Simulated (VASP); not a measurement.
# Fe (P6_3/mmc) in VASP: single point with PBE

Aim: the single point of Fe with PBE.

Everything below comes from runs of VASP 6.6.1. Logs are shortened: lines on timing, memory, paths and dates and some standing lists are left out, and cuts for length are marked.

## 1. The cell of the first run

It takes space group P6_3/mmc (No. 194, hexagonal). Conventional cell: a = 2.525 Å, b = 2.525 Å, c = 3.989 Å, α = 90.00°, β = 90.00°, γ = 120.00°. Fe (site symmetry -6m2) has 12 Fe at 2.47 to 2.53 Å within 3.3 Å.

This isn't the form of Fe at room conditions, which is bcc.

## 2. Single point, PBE, collinear spin, antiferromagnetic start (11.02 Å³/atom)

INCAR reads:

```
PREC = Accurate ; ENCUT = 690
EDIFF = 1E-6 ; ISMEAR = -1
SIGMA = 0.05 ; LREAL = F
LASPH = T ; NELM = 200
ALGO = Normal ; ISIF = 2
LWAVE = F ; LCHARG = F
ISPIN = 2 ; MAGMOM = 2.5 -2.5
LORBIT = 11 ; LMAXMIX = 4
GGA = PE ; NBANDS = 27
GGA_COMPAT = F
```

KPOINTS reads:

```
regular mesh
0
Gamma
  16 16 9
```

POSCAR reads:

```
Fe
1.0
    2.5254799129      0.0000000000      0.0000000000
   -1.2627399565      2.1871297613      0.0000000000
    0.0000000000      0.0000000000      3.9891571272
Fe
2
Direct
    0.3333333333      0.6666666667      0.2500000000
    0.6666666667      0.3333333333      0.7500000000
```

Potentials or basis: VASP PAW PBE potentials, release 64 (Fe_sv).

The run is started by

```bash
$ cat potpaw_PBE.64/Fe_sv/POTCAR > POTCAR
$ mpirun -np 1 vasp_std > vasp.out
```

OUTCAR:

```text
PREC = Accurate
   ENCUT = 690
   EDIFF = 1E-6
   ISMEAR = -1
   LREAL = F
   LASPH = T
   NELM = 200
   ISIF = 2
   ISPIN = 2
   LORBIT = 11
   GGA = PE

 ion  position               nearest neighbor table
   1  0.333  0.667  0.250-   2 2.47   2 2.47   2 2.47   2 2.47   2 2.47   2 2.47
   2  0.667  0.333  0.750-   1 2.47   1 2.47   1 2.47   1 2.47   1 2.47   1 2.47

  LATTYP: Found a hexagonal cell.
 ALAT       =     2.5254799129
 C/A-ratio  =     1.5795639897

  Lattice vectors:

 A1 = (   2.5254799129,   0.0000000000,   0.0000000000)
 A2 = (  -1.2627399565,   2.1871297613,   0.0000000000)
 A3 = (   0.0000000000,   0.0000000000,   3.9891571272)

Analysis of symmetry for initial positions (statically):
=====================================================================
 Subroutine PRICEL returns:
 Original cell was already a primitive cell.

 Routine SETGRP: Setting up the symmetry group for a
 hexagonal supercell.

 Subroutine GETGRP returns: Found 24 space group operations
 (whereof 12 operations were pure point group operations)
 out of a pool of 24 trial point group operations.

The static configuration has the point symmetry D_3d.
 The point group associated with its full space group is D_6h.

Analysis of symmetry for dynamics (positions and initial velocities):
=====================================================================
 Subroutine PRICEL returns:
 Original cell was already a primitive cell.

 Routine SETGRP: Setting up the symmetry group for a
 hexagonal supercell.

 Subroutine GETGRP returns: Found 24 space group operations
 (whereof 12 operations were pure point group operations)
 out of a pool of 24 trial point group operations.

The dynamic configuration has the point symmetry D_3d.
 The point group associated with its full space group is D_6h.

Analysis of structural, dynamic, and magnetic symmetry:
=====================================================================
 Subroutine PRICEL returns:
 Original cell was already a primitive cell.

 Routine SETGRP: Setting up the symmetry group for a
 hexagonal supercell.

 Subroutine GETGRP returns: Found 24 space group operations
 (whereof 12 operations were pure point group operations)
 out of a pool of 24 trial point group operations.

The overall configuration has the point symmetry D_3d.
 The point group associated with its full space group is D_6h.

 Subroutine INISYM returns: Found 24 space group operations
 (whereof 12 operations are pure point group operations),
 and found     1 'primitive' translations

----------------------------------------------------------------------------------------

                                     Primitive cell

  volume of cell :      22.0343

  direct lattice vectors                    reciprocal lattice vectors
     2.525479913  0.000000000  0.000000000     0.395964345  0.228610121  0.000000000
    -1.262739956  2.187129761  0.000000000     0.000000000  0.457220243  0.000000000
     0.000000000  0.000000000  3.989157127     0.000000000  0.000000000  0.250679522

  length of vectors
     2.525479913  2.525479913  3.989157127     0.457220243  0.457220243  0.250679522

  position of ions in fractional coordinates (direct lattice)
     0.333333333  0.666666667  0.250000000
     0.666666667  0.333333333  0.750000000

  ion indices of the primitive-cell ions
   primitive index   ion index
                 1           1
                 2           2

----------------------------------------------------------------------------------------

 KPOINTS: regular mesh

Automatic generation of k-mesh.
 Grid dimensions read from file:
 generate k-points for:   16   16    9

 Generating k-lattice:

  Cartesian coordinates                     Fractional coordinates (reciprocal lattice)
     0.024747772  0.014288133  0.000000000     0.062500000  0.000000000  0.000000000
     0.000000000  0.028576265  0.000000000     0.000000000  0.062500000  0.000000000
     0.000000000  0.000000000  0.027853280     0.000000000  0.000000000  0.111111111

  Length of vectors
     0.028576265  0.028576265  0.027853280

  Shift w.r.t. Gamma in fractional coordinates (k-lattice)
     0.000000000  0.000000000  0.000000000

 Subroutine IBZKPT returns following result:
 ===========================================

 Found    150 irreducible k-points:

 Following reciprocal coordinates:
            Coordinates               Weight
  0.000000  0.000000  0.000000      1.000000
  0.062500  0.000000  0.000000      6.000000
  0.125000  0.000000  0.000000      6.000000
  0.187500  0.000000  0.000000      6.000000
  0.250000  0.000000  0.000000      6.000000
  0.312500  0.000000  0.000000      6.000000
[... 16 lines left out ...]
  0.187500  0.187500  0.000000      6.000000
  0.250000  0.187500  0.000000     12.000000
 [... further k-points ...]
   k-points           NKPTS =    150   k-points in BZ     NKDIM =    150   number of bands    NBANDS=     27
   number of dos      NEDOS =    301   number of ions     NIONS =      2
   total plane-waves  NPLWV =  20736
   dimension x,y,z NGX =    24 NGY =   24 NGZ =   36
   dimension x,y,z NGXF=    48 NGYF=   48 NGZF=   72
   ions per type =               2
   NGX,Y,Z   is equivalent  to a cutoff of  15.80, 15.80, 15.00 a.u.
   NGXF,Y,Z  is equivalent  to a cutoff of  31.60, 31.60, 30.01 a.u.
 SYSTEM =  unknown system
   PREC   = accura    normal or accurate (medium, high low for compatibility)
   ISTART =      0    job   : 0-new  1-cont  2-samecut
   ICHARG =      2    charge: 1-file 2-atom 10-const
   ISPIN  =      2    spin polarized calculation?
   LNONCOLLINEAR =      F non collinear calculations
   LSORBIT =      F    spin-orbit coupling
   LASPH  =      T    aspherical Exc in radial PAW
   ENCUT  =  690.0 eV  50.71 Ry    7.12 a.u.   5.41  5.41  8.54*2*pi/ulx,y,z
   NELM   =    200;   NELMIN=  2; NELMDL= -5     # of ELM steps
   EDIFF  = 0.1E-05   stopping-criterion for ELM
   LREAL  =      F    real-space projection
   EDIFFG = 0.1E-04   stopping-criterion for IOM
   NSW    =      0    number of steps for IOM
   IBRION =     -1    ionic relax: 0-MD 1-quasi-New 2-CG
   NFREE  =      0    steps in history (QN), initial steepest desc. (CG)
   ISIF   =      2    stress and relaxation
   ISYM   =      2    0-nonsym 1-usesym 2-fastsym
   POTIM  = 0.5000    time-step for ionic-motion
   TEBEG  =    0.0;   TEEND  =   0.0 temperature during run
   PSTRESS=    0.0 pullay stress
   NELECT =      32.0000    total number of electrons
   NUPDOWN=      -1.0000    fix difference up-down
   EMIN   =  10.00;   EMAX   =-10.00  energy-range for DOS
   EFERMI =   0.00;   METHOD = LEGACY
   ISMEAR =    -1;   SIGMA  =   0.05  broadening in eV -4-tet -1-fermi 0-gaus
   EFERMI_NEDOS =   21; number of points for ismear=-14 and -15
   IALGO  =     38    algorithm
   IMIX   =      4    mixing-type and parameters
     AMIX     =   0.40;   BMIX     =  1.00
     AMIX_MAG =   1.60;   BMIX_MAG =  1.00
  volume/ion in A,a.u.               =      11.02        74.35
  Fermi-wavevector in a.u.,A,eV,Ry     =   1.853923  3.503406 46.763623  3.437029
  Thomas-Fermi vector in A             =   2.903352
   LORBIT       =     11    0 simple, 1 ext, 2 COOP (PROOUT), +10 PAW based schemes
   GGA     = PE    functional components
   LHFCALC =     F    Hartree Fock is set to
   AEXX    =    0.0000 exact exchange contribution
   IVDW    =     0    specifies the selected vdW correction
   LEPSILON=     F    determine dielectric tensor
   LRPA    =     F    only Hartree local field effects (RPA)
 spin polarized calculation
  energy-cutoff  :      690.00
  volume of cell :       22.03
 maximum number of plane-waves:       935
 NGX is ok and might be reduce to    24
   NGX = 11   NGY = 11   NGZ = 17

 number of electron      32.0000013 magnetization       0.0000000

 number of electron      32.0000013 magnetization      -0.0000000

 Free energy of the ion-electron system (eV)
  ---------------------------------------------------
  ext. energy  EPLUGINS =         0.00000000
  ---------------------------------------------------
  free energy    TOTEN  =       -16.47778162 eV

  energy without entropy =      -16.45436804  energy(sigma->0) =      -16.46607483

 E-fermi :  12.6390     XC(G=0): -13.9421

 val. band max:       12.6386000332   @ k =   0.0625   0.0000   0.4444
 cond. band min:      12.6501882101   @ k =   0.2500   0.0625   0.2222
 fundamental gap:      0.0115881770
 Fermi energy:        12.6389906554

 spin component 1

 k-point     1 :       0.0000    0.0000    0.0000
  band No.  band energies     occupation
      1     -75.0425      1.00000
      2     -73.9101      1.00000
      3     -41.1908      1.00000
      4     -40.8795      1.00000
      5     -40.8795      1.00000
      6     -39.9894      1.00000
[... 19 lines left out ...]
     26      37.5888      0.00000
     27      38.1535      0.00000

 k-point     2 :       0.0625    0.0000    0.0000
  band No.  band energies     occupation
      1     -75.0406      1.00000
      2     -73.9083      1.00000
      3     -41.1872      1.00000
      4     -40.8915      1.00000
      5     -40.8825      1.00000
      6     -39.9894      1.00000
[... 19 lines left out ...]
     26      37.5735      0.00000
     27      39.7077      0.00000

 k-point     3 :       0.1250    0.0000    0.0000
  band No.  band energies     occupation
      1     -75.0352      1.00000
      2     -73.9031      1.00000
      3     -41.1775      1.00000
      4     -40.9254      1.00000
      5     -40.8909      1.00000
      6     -39.9900      1.00000
[... 594 lines left out ...]
      1     -75.0056      1.00000
      2     -73.8746      1.00000
      3     -41.1236      1.00000
      4     -41.0869      1.00000
      5     -40.9591      1.00000
      6     -39.9934      1.00000
[... 19 lines left out ...]
     26      33.8626      0.00000
     27      34.6588      0.00000

 k-point    24 :       0.2500    0.1875    0.0000
  band No.  band energies     occupation
      1     -74.9980      1.00000
      2     -73.8674      1.00000
      3     -41.1202      1.00000
      4     -41.1098      1.00000
      5     -40.9841      1.00000
      6     -40.0145      1.00000
[... 19 lines left out ...]
     26      31.8832      0.00000
     27      33.7271      0.00000

 [... further k-points ...]

 spin component 2

 k-point     1 :       0.0000    0.0000    0.0000
  band No.  band energies     occupation
      1     -75.0425      1.00000
      2     -73.9101      1.00000
      3     -41.1908      1.00000
      4     -40.8795      1.00000
      5     -40.8795      1.00000
      6     -39.9894      1.00000
[... 19 lines left out ...]
     26      37.5888      0.00000
     27      38.1535      0.00000

 k-point     2 :       0.0625    0.0000    0.0000
  band No.  band energies     occupation
      1     -75.0406      1.00000
      2     -73.9083      1.00000
      3     -41.1872      1.00000
      4     -40.8915      1.00000
      5     -40.8825      1.00000
      6     -39.9894      1.00000
[... 19 lines left out ...]
     26      37.5735      0.00000
     27      39.7092      0.00000

 k-point     3 :       0.1250    0.0000    0.0000
  band No.  band energies     occupation
      1     -75.0352      1.00000
      2     -73.9031      1.00000
      3     -41.1775      1.00000
      4     -40.9254      1.00000
      5     -40.8909      1.00000
      6     -39.9900      1.00000
[... 594 lines left out ...]
      1     -75.0056      1.00000
      2     -73.8746      1.00000
      3     -41.1236      1.00000
      4     -41.0869      1.00000
      5     -40.9591      1.00000
      6     -39.9934      1.00000
[... 19 lines left out ...]
     26      33.8626      0.00000
     27      34.6588      0.00000

 k-point    24 :       0.2500    0.1875    0.0000
  band No.  band energies     occupation
      1     -74.9980      1.00000
      2     -73.8674      1.00000
      3     -41.1202      1.00000
      4     -41.1098      1.00000
      5     -40.9841      1.00000
      6     -40.0145      1.00000
[... 19 lines left out ...]
     26      31.8832      0.00000
     27      33.7271      0.00000

 [... further k-points ...]
[... 5 lines left out ...]
  --------------------------------------------------------------------------------------
  -------------------------------------------------------------------------------------
  Total       -2.3095260     -2.3095260     -1.6091080      0.0000000      0.0000000      0.0000000
  in kB     -167.9321442   -167.9321442   -117.0027742      0.0000000      0.0000000      0.0000000
  external PRESSURE =    -150.9556875 kB  Pullay stress =       0.0000000 kB

 VOLUME and BASIS-vectors are now :
 -----------------------------------------------------------------------------
  energy-cutoff  :      690.00
  volume of cell :       22.03
      direct lattice vectors                 reciprocal lattice vectors
     2.525479913  0.000000000  0.000000000     0.395964345  0.228610121  0.000000000
    -1.262739956  2.187129761  0.000000000     0.000000000  0.457220243  0.000000000
     0.000000000  0.000000000  3.989157127     0.000000000  0.000000000  0.250679522

 POSITION                                       TOTAL-FORCE (eV/Angst)
 -----------------------------------------------------------------------------------
     -0.00000      1.45809      0.99729         0.000000     -0.000000      0.000000
      1.26274      0.72904      2.99187        -0.000000      0.000000      0.000000
 -----------------------------------------------------------------------------------
    total drift:                                0.000000     -0.000000      0.000000

  FREE ENERGIE OF THE ION-ELECTRON SYSTEM (eV)
  ---------------------------------------------------
  free  energy   TOTEN  =       -16.4777816207 eV

  energy  without entropy=      -16.4543680392  energy(sigma->0) =      -16.46607483

 total charge

# of ion       s       p       d       tot
------------------------------------------
    1        2.192   6.043   5.513  13.748
    2        2.192   6.043   5.513  13.748
--------------------------------------------------
tot          4.385  12.085  11.026  27.496

 magnetization (x)

# of ion       s       p       d       tot
------------------------------------------
    1        0.004   0.005   0.945   0.953
    2       -0.004  -0.005  -0.945  -0.953
--------------------------------------------------
tot          0.000   0.000   0.000   0.000
```

Wall time 3.6 min (1 thread of Intel Xeon Platinum 8375C at 2.90GHz (Ice Lake), shared host); peak memory 0.3 GiB.

Results:

| Quantity | Value |
| --- | --- |
| Free energy | -16.4778 eV |
| Pressure | -15.1 GPa |
| Band gap on the k mesh | zero (filled and empty bands overlap) |
| Net moment | 0.00 μB per cell |
| Site moments | Fe +0.95, -0.95 μB |
| Valence electrons inside the program's atomic spheres | Fe 13.75 |

Caveat: the stress differs along the axes, from -17 to -12 GPa; the antiferromagnetic order is the one typed at the start, and another may lie lower.
